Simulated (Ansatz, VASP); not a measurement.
Cd4Te in VASP and in Ansatz

```
Cd Te
1.0
     6.03256    0.00000    0.00000
     0.00000    6.03256    0.00000
     0.00000    0.00000    6.03256
Cd Te
4 1
Direct
  0.00000 0.50000 0.50000
  0.50000 0.00000 0.50000
  0.50000 0.50000 0.00000
  0.00000 0.00000 0.00000
  0.50000 0.50000 0.50000
```

Alike in both runs: functional PBE; k mesh 4 × 4 × 4; occupations gaussian, width 0.1 eV; no spin polarisation.

Ansatz relaxed the structure, and its values are those at the end. VASP's run is a single point on that final structure, the one shown.

```csv
,VASP,Ansatz
version,VASP 6.6.1,Ansatz 0.2.0
potentials or method,"VASP PAW PBE potentials, release 64 (Cd, Te), cutoff 520 eV","scalar-relativistic, plane waves, PAW"
valence electrons in the cell,54,96
```

```csv
,VASP,Ansatz,Ansatz less VASP
gap on the k mesh at the Fermi level (eV),none,none,-
pressure (GPa),0.4,0.3,-0.05
```

A gap of «none» marks a metal or a gap that the smearing closes. VASP's potentials hold 54 valence electrons a cell and Ansatz's 96, so a difference there can come from the potentials and not from the codes.

Neither program's run includes spin-orbit coupling.
